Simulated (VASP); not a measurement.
The system is Tl.

```
Tl
1.0
     3.49734    0.00000    0.00000
    -1.74867    3.02878    0.00000
     0.00000    0.00000    5.64656
Tl
2
Direct
  0.33333 0.66667 0.25000
  0.66667 0.33333 0.75000
```

```yaml
Program: VASP 6.6.1
Task: relaxation of cell and atoms
Functional: PBEsol
Potentials_or_basis: VASP PAW PBE potentials, release 64 (Tl_d)
Cutoff: 600 eV
k_mesh: 15 × 15 × 8
Occupations: gaussian, width 0.1 eV
Spin: no spin polarisation
```

At the start: pressure -1.5 GPa; volume 29.91 Å³/atom.

How do energy, volume and symmetry change on relaxing?

Over 16 steps the energy falls by 7.9 meV/atom and the volume is 28.66 Å³/atom (-4.2 %); space group P6_3/mmc (No. 194, to 0.1 Å) before and after.

Step by step:
```
step  energy change (eV)  largest force (eV/Å)  pressure (GPa)  volume (Å³)
   1              0.0000                0.0000           -1.49        59.81
   2             -0.0134                0.0000           -0.18        57.43
   3             -0.0137                0.0000            0.05        57.10
   4             -0.0137                0.0000           -0.02        57.16
   5             -0.0140                0.0000            0.01        57.17
   6             -0.0150                0.0000            0.00        57.20
   7             -0.0158                0.0000            0.04        57.24
   8             -0.0085                0.0000            0.19        57.27
   9             -0.0158                0.0000            0.03        57.24
  10             -0.0158                0.0000            0.03        57.24
  11             -0.0144                0.0000            0.07        57.27
  12             -0.0158                0.0000            0.04        57.25
  13             -0.0155                0.0000            0.05        57.26
  14             -0.0158                0.0000            0.03        57.25
  15             -0.0158                0.0000           -0.08        57.40
  16             -0.0158                0.0000           -0.01        57.32
```

Final structure:
```xyz
2
Lattice="3.5036 0.0000 0.0000 -1.7518 3.0342 0.0000 0.0000 0.0000 5.3920" Properties=species:S:1:pos:R:3 pbc="T T T"
Tl    0.0000    2.0228    1.3480
Tl    1.7518    1.0114    4.0440
```

Caveat: the PAW data sets were made with another functional, which shifts forces and pressure a little.
